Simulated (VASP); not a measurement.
Wanted: the native input for a VASP 6.6.1 run.

```
Task                   : single point
Functional             : PBE
Potentials or basis    : VASP PAW PBE potentials, release 64 (Hg_sv_GW, H, F)
Cutoff                 : 700 eV
k mesh                 : 6 × 6 × 4
Occupations            : gaussian, width 0.02 eV
Spin                   : no spin polarisation
Dipole correction      : no
Further INCAR settings : ALGO = Normal; EDIFF = 1e-06; NBANDS = 34
```

The structure of Hg2H3F lies in POSCAR:

```
Hg2H3F
1.0
    4.3543546400      0.0000000000      0.0000000000
    0.0000000000      4.3543546400      0.0000000000
    0.0000000000      0.0000000000      7.5048239383
Hg H F
2 3 1
Direct
    0.0000000000      0.0000000000      0.0167994800
    0.5000000000      0.5000000000      0.2216988351
    0.5000000000      0.5000000000      0.6614762933
    0.5000000000      0.5000000000      0.7617117837
    0.0000000000      0.0000000000      0.6689697239
    0.0000000000      0.0000000000      0.5433438839
```

One way to write it, as run:

INCAR

```
ALGO = Normal
EDIFF = 1E-6
ENCUT = 700
GGA = PE
GGA_COMPAT = False
ISIF = 2
ISMEAR = 0
LASPH = True
LCHARG = False
LREAL = False
LWAVE = False
NBANDS = 34
NELM = 120
PREC = Accurate
SIGMA = 0.02
```

KPOINTS

```
k-points
0
Gamma
  6 6 4
```

Potentials or basis: VASP PAW PBE potentials, release 64 (Hg_sv_GW, H, F).

Command:

```sh
$ cat potpaw_PBE.64/Hg_sv_GW/POTCAR potpaw_PBE.64/H/POTCAR potpaw_PBE.64/F/POTCAR > POTCAR
$ mpirun -np 1 vasp_std > vasp.out
```

Results of the run:

| Item | Value |
| --- | --- |
| Pressure | -0.2 GPa |
| Largest force | 0.280 eV/Å |
| Band gap on the k mesh | 2.35 eV (least direct gap 2.83 eV) |

Caveat: spin-orbit coupling is left out, which moves the levels of the heavy elements.

Wall time 2.6 min on 1 thread of Intel(R) Xeon(R) Platinum 8488C (Sapphire Rapids), with other jobs on the host, peak memory 0.47 GiB.
